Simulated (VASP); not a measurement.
# Ag (Fm-3m) in VASP: single point with r2SCAN

Aim: the single point of Ag with r2SCAN.

All numbers are computed with VASP 6.6.1; they aren't measurements. Logs are shortened: lines on timing, memory, paths and dates and some standing lists are left out, and cuts for length are marked.

### Step 1. The cell of the first run

The structure is cubic, space group Fm-3m (No. 225). Conventional cell: a = 4.139 Å, b = 4.139 Å, c = 4.139 Å, α = 90.00°, β = 90.00°, γ = 90.00°. Within 3.9 Å of Ag (site symmetry m-3m) lie 12 Ag at 2.93 Å.

### Step 2. Single point, r2SCAN

File POSCAR:

```
Ag
1.0
    0.0000000000      2.0694143900      2.0694143900
    2.0694143900      0.0000000000      2.0694143900
    2.0694143900      2.0694143900      0.0000000000
Ag
1
Direct
    0.0000000000      0.0000000000      0.0000000000
```

File INCAR.step1:

```
PREC = Accurate
ENCUT = 520
ISMEAR = -1
SIGMA = 0.1
LREAL = False
LASPH = True
NELM = 60
NBANDS = 12
GGA = PE
ALGO = Normal
EDIFF = 1E-4
LWAVE = True
LCHARG = False
```

File INCAR.step2:

```
PREC = Accurate
ENCUT = 520
EDIFF = 1E-6
ISMEAR = -1
SIGMA = 0.1
LREAL = False
LASPH = True
NELM = 60
ALGO = Normal
ISIF = 2
LWAVE = False
LCHARG = False
METAGGA = R2SCAN
LMIXTAU = True
NBANDS = 12
ISTART = 1
```

File KPOINTS:

```
Automatic mesh
0
Gamma
  14 14 14
```

Potentials or basis: VASP PAW PBE potentials, release 64 (Ag).

On the command line:

```sh
$ cat potpaw_PBE.64/Ag/POTCAR > POTCAR
$ cp INCAR.step1 INCAR
$ mpirun -np 1 vasp_std > vasp.out
$ cp INCAR.step2 INCAR
$ mpirun -np 1 vasp_std > vasp.out
```

OUTCAR:

```text
PREC = Accurate
   ENCUT = 520
   EDIFF = 1E-6
   ISMEAR = -1
   LREAL = False
   LASPH = True
   NELM = 60
   ISIF = 2
   METAGGA = R2SCAN
   ISTART = 1

 ion  position               nearest neighbor table
   1  0.000  0.000  0.000-

  LATTYP: Found a face centered cubic cell.
 ALAT       =     4.1388287800

  Lattice vectors:

 A1 = (   0.0000000000,   2.0694143900,   2.0694143900)
 A2 = (   2.0694143900,   0.0000000000,   2.0694143900)
 A3 = (   2.0694143900,   2.0694143900,   0.0000000000)

Analysis of symmetry for initial positions (statically):
=====================================================================
 Subroutine PRICEL returns:
 Original cell was already a primitive cell.

 Routine SETGRP: Setting up the symmetry group for a
 face centered cubic supercell.

 Subroutine GETGRP returns: Found 48 space group operations
 (whereof 48 operations were pure point group operations)
 out of a pool of 48 trial point group operations.

The static configuration has the point symmetry O_h .

Analysis of symmetry for dynamics (positions and initial velocities):
=====================================================================
 Subroutine PRICEL returns:
 Original cell was already a primitive cell.

 Routine SETGRP: Setting up the symmetry group for a
 face centered cubic supercell.

 Subroutine GETGRP returns: Found 48 space group operations
 (whereof 48 operations were pure point group operations)
 out of a pool of 48 trial point group operations.

The dynamic configuration has the point symmetry O_h .

 Subroutine INISYM returns: Found 48 space group operations
 (whereof 48 operations are pure point group operations),
 and found     1 'primitive' translations

----------------------------------------------------------------------------------------

                                     Primitive cell

  volume of cell :      17.7244

  direct lattice vectors                    reciprocal lattice vectors
     0.000000000  2.069414390  2.069414390    -0.241614247  0.241614247  0.241614247
     2.069414390  0.000000000  2.069414390     0.241614247 -0.241614247  0.241614247
     2.069414390  2.069414390  0.000000000     0.241614247  0.241614247 -0.241614247

  length of vectors
     2.926593897  2.926593897  2.926593897     0.418488152  0.418488152  0.418488152

  position of ions in fractional coordinates (direct lattice)
     0.000000000  0.000000000  0.000000000

  ion indices of the primitive-cell ions
   primitive index   ion index
                 1           1

----------------------------------------------------------------------------------------

 KPOINTS: Automatic mesh

Automatic generation of k-mesh.
 Grid dimensions read from file:
 generate k-points for:   14   14   14

 Generating k-lattice:

  Cartesian coordinates                     Fractional coordinates (reciprocal lattice)
    -0.017258161  0.017258161  0.017258161     0.071428571  0.000000000  0.000000000
     0.017258161 -0.017258161  0.017258161     0.000000000  0.071428571  0.000000000
     0.017258161  0.017258161 -0.017258161     0.000000000  0.000000000  0.071428571

  Length of vectors
     0.029892011  0.029892011  0.029892011

  Shift w.r.t. Gamma in fractional coordinates (k-lattice)
     0.000000000  0.000000000  0.000000000

 Subroutine IBZKPT returns following result:
 ===========================================

 Found    104 irreducible k-points:

 Following reciprocal coordinates:
            Coordinates               Weight
  0.000000  0.000000  0.000000      1.000000
  0.071429  0.000000  0.000000      8.000000
  0.142857  0.000000  0.000000      8.000000
  0.214286  0.000000  0.000000      8.000000
  0.285714  0.000000  0.000000      8.000000
  0.357143  0.000000  0.000000      8.000000
[... 16 lines left out ...]
  0.214286  0.142857  0.000000     24.000000
  0.285714  0.142857  0.000000     24.000000
 [... further k-points ...]
   k-points           NKPTS =    104   k-points in BZ     NKDIM =    104   number of bands    NBANDS=     12
   number of dos      NEDOS =    301   number of ions     NIONS =      1
   total plane-waves  NPLWV =  13824
   dimension x,y,z NGX =    24 NGY =   24 NGZ =   24
   dimension x,y,z NGXF=    48 NGYF=   48 NGZF=   48
   ions per type =               1
   NGX,Y,Z   is equivalent  to a cutoff of  13.63, 13.63, 13.63 a.u.
   NGXF,Y,Z  is equivalent  to a cutoff of  27.27, 27.27, 27.27 a.u.
 SYSTEM =  unknown system
   PREC   = accura    normal or accurate (medium, high low for compatibility)
   ISTART =      1    job   : 0-new  1-cont  2-samecut
   ICHARG =      0    charge: 1-file 2-atom 10-const
   ISPIN  =      1    spin polarized calculation?
   LNONCOLLINEAR =      F non collinear calculations
   LSORBIT =      F    spin-orbit coupling
   LASPH  =      T    aspherical Exc in radial PAW
   ENCUT  =  520.0 eV  38.22 Ry    6.18 a.u.   5.44  5.44  5.44*2*pi/ulx,y,z
   NELM   =     60;   NELMIN=  2; NELMDL=  0     # of ELM steps
   EDIFF  = 0.1E-05   stopping-criterion for ELM
   LREAL  =      F    real-space projection
   EDIFFG = 0.1E-04   stopping-criterion for IOM
   NSW    =      0    number of steps for IOM
   IBRION =     -1    ionic relax: 0-MD 1-quasi-New 2-CG
   NFREE  =      0    steps in history (QN), initial steepest desc. (CG)
   ISIF   =      2    stress and relaxation
   ISYM   =      2    0-nonsym 1-usesym 2-fastsym
   POTIM  = 0.5000    time-step for ionic-motion
   TEBEG  =    0.0;   TEEND  =   0.0 temperature during run
   PSTRESS=    0.0 pullay stress
   NELECT =      11.0000    total number of electrons
   NUPDOWN=      -1.0000    fix difference up-down
   EMIN   =  10.00;   EMAX   =-10.00  energy-range for DOS
   EFERMI =   0.00;   METHOD = LEGACY
   ISMEAR =    -1;   SIGMA  =   0.10  broadening in eV -4-tet -1-fermi 0-gaus
   EFERMI_NEDOS =   21; number of points for ismear=-14 and -15
   IALGO  =     38    algorithm
   IMIX   =      4    mixing-type and parameters
     AMIX     =   0.40;   BMIX     =  1.00
     AMIX_MAG =   1.60;   BMIX_MAG =  1.00
  volume/ion in A,a.u.               =      17.72       119.61
  Fermi-wavevector in a.u.,A,eV,Ry     =   1.396416  2.638844 26.531070  1.949979
  Thomas-Fermi vector in A             =   2.519773
   LORBIT       =      0    0 simple, 1 ext, 2 COOP (PROOUT), +10 PAW based schemes
   METAGGA = R2SCAN    functional components
   LHFCALC =     F    Hartree Fock is set to
   AEXX    =    0.0000 exact exchange contribution
   IVDW    =     0    specifies the selected vdW correction
   LEPSILON=     F    determine dielectric tensor
   LRPA    =     F    only Hartree local field effects (RPA)
 non-spin polarized calculation
  energy-cutoff  :      520.00
  volume of cell :       17.72
 maximum number of plane-waves:       531
 NGX is ok and might be reduce to    24
   NGX = 11   NGY = 11   NGZ = 11

 number of electron      10.9999999 magnetization

 Free energy of the ion-electron system (eV)
  ---------------------------------------------------
  ext. energy  EPLUGINS =         0.00000000
  ---------------------------------------------------
  free energy    TOTEN  =       -21.35875485 eV

  energy without entropy =      -21.34960545  energy(sigma->0) =      -21.35418015

 E-fermi :   7.8562     XC(G=0): -12.7001

 val. band max:        7.6825130176   @ k =   0.5000   0.0000   0.0000
 cond. band min:       7.8728166289   @ k =   0.5000   0.2143   0.0714
 fundamental gap:      0.1903036113
 Fermi energy:         7.8561586860

 k-point     1 :       0.0000    0.0000    0.0000
  band No.  band energies     occupation
      1       0.2404      2.00000
      2       2.9077      2.00000
      3       2.9077      2.00000
      4       2.9077      2.00000
      5       3.8820      2.00000
      6       3.8820      2.00000
      7      24.4598      0.00000
      8      27.9433      0.00000
      9      27.9433      0.00000
     10      27.9433      0.00000
     11      32.8122      0.00000
     12      33.6158      0.00000

 k-point     2 :       0.0714    0.0000    0.0000
  band No.  band energies     occupation
      1       0.3995      2.00000
      2       2.8747      2.00000
      3       2.9497      2.00000
      4       2.9497      2.00000
      5       3.8670      2.00000
      6       3.8670      2.00000
      7      24.4373      0.00000
      8      26.6336      0.00000
      9      27.9795      0.00000
     10      27.9795      0.00000
     11      32.5958      0.00000
     12      33.4824      0.00000

 k-point     3 :       0.1429    0.0000    0.0000
  band No.  band energies     occupation
      1       0.8405      2.00000
      2       2.8233      2.00000
      3       3.0460      2.00000
      4       3.0460      2.00000
      5       3.8509      2.00000
      6       3.8509      2.00000
      7      23.2447      0.00000
      8      25.3968      0.00000
      9      28.0304      0.00000
     10      28.0305      0.00000
     11      31.5250      0.00000
     12      32.9303      0.00000
[... 286 lines left out ...]
 k-point    23 :       0.2143    0.1429    0.0000
  band No.  band energies     occupation
      1       1.4943      2.00000
      2       2.4924      2.00000
      3       3.2675      2.00000
      4       3.3322      2.00000
      5       3.7176      2.00000
      6       4.0936      2.00000
      7      22.8665      0.00000
      8      24.8907      0.00000
      9      24.9206      0.00000
     10      26.7038      0.00000
     11      29.6682      0.00000
     12      33.7734      0.00000

 k-point    24 :       0.2857    0.1429    0.0000
  band No.  band energies     occupation
      1       1.8694      2.00000
      2       2.5572      2.00000
      3       3.1338      2.00000
      4       3.3801      2.00000
      5       4.2529      2.00000
      6       4.2851      2.00000
      7      20.0279      0.00000
      8      24.2431      0.00000
      9      24.6045      0.00000
     10      26.6013      0.00000
     11      29.8736      0.00000
     12      33.4944      0.00000

 [... further k-points ...]
[... 5 lines left out ...]
  --------------------------------------------------------------------------------------
  -------------------------------------------------------------------------------------
  Total       -0.2487891     -0.2487891     -0.2487891      0.0000000      0.0000000      0.0000000
  in kB      -22.4889661    -22.4889661    -22.4889661      0.0000000      0.0000000      0.0000000
  external PRESSURE =     -22.4889661 kB  Pullay stress =       0.0000000 kB

 VOLUME and BASIS-vectors are now :
 -----------------------------------------------------------------------------
  energy-cutoff  :      520.00
  volume of cell :       17.72
      direct lattice vectors                 reciprocal lattice vectors
     0.000000000  2.069414390  2.069414390    -0.241614247  0.241614247  0.241614247
     2.069414390  0.000000000  2.069414390     0.241614247 -0.241614247  0.241614247
     2.069414390  2.069414390  0.000000000     0.241614247  0.241614247 -0.241614247

 POSITION                                       TOTAL-FORCE (eV/Angst)
 -----------------------------------------------------------------------------------
      0.00000      0.00000      0.00000         0.000000      0.000000      0.000000
 -----------------------------------------------------------------------------------
    total drift:                               -0.000000     -0.000000     -0.000000

  FREE ENERGIE OF THE ION-ELECTRON SYSTEM (eV)
  ---------------------------------------------------
  free  energy   TOTEN  =       -21.3587548542 eV

  energy  without entropy=      -21.3496054534  energy(sigma->0) =      -21.35418015
```

It took 2.9 min on 1 thread of AMD EPYC 7R13, shared host; peak memory 0.13 GiB.

What came out:

```yaml
Free_energy: -21.3588 eV
Pressure: -2.2 GPa
```

Caveat: the PAW data sets were made with another functional, which shifts forces and pressure a little.
